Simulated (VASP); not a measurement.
Set up this calculation in VASP 6.6.1, as the native input.

- Task: single point
- Functional: PBE
- Potentials or basis: VASP PAW PBE potentials, release 64 (Mg, S)
- Cutoff: 520 eV
- k mesh: 4 × 4 × 4
- Occupations: gaussian, width 0.02 eV
- Spin: no spin polarisation
- Dipole correction: no
- Further INCAR settings: ALGO = Normal; EDIFF = 1e-06; NBANDS = 36

The structure of MgS lies in POSCAR:

```
MgS
1.0
    6.9851613685      0.0000000000      0.0000000000
    0.0000000000      6.9851613685      0.0000000000
    0.0000000000      0.0000000000      6.9851613685
Mg S
6 6
Direct
    0.5000000000      0.0000000000      0.7500000000
    0.7500000000      0.5000000000      0.0000000000
    0.0000000000      0.7500000000      0.5000000000
    0.5000000000      0.0000000000      0.2500000000
    0.2500000000      0.5000000000      0.0000000000
    0.0000000000      0.2500000000      0.5000000000
    0.0000000000      0.5000000000      0.7500000000
    0.7500000000      0.0000000000      0.5000000000
    0.5000000000      0.7500000000      0.0000000000
    0.0000000000      0.5000000000      0.2500000000
    0.2500000000      0.0000000000      0.5000000000
    0.5000000000      0.2500000000      0.0000000000
```

The cell was generated, and may not be a known phase.

The input as run:

INCAR

```
PREC = Accurate ; ENCUT = 520
EDIFF = 1E-6 ; ISMEAR = 0
SIGMA = 0.02 ; LREAL = F
LASPH = T ; NELM = 60
ALGO = Normal ; ISIF = 2
LWAVE = F ; LCHARG = F
GGA = PE ; NBANDS = 36
```

KPOINTS

```
regular mesh
0
Gamma
  4 4 4
```

Potentials or basis: VASP PAW PBE potentials, release 64 (Mg, S).

The run is started by

```sh
$ cat potpaw_PBE.64/Mg/POTCAR potpaw_PBE.64/S/POTCAR > POTCAR
$ mpirun -np 1 vasp_std > vasp.out
```

It gave:

```json
{
  "Pressure": "-0.1 GPa",
  "Band gap on the k mesh": "3.04 eV"
}
```

Run time: 3.7 min on 1 thread of Intel(R) Xeon(R) Platinum 8375C CPU @ 2.90GHz (Ice Lake), on a shared host, peak memory 0.4 GiB.
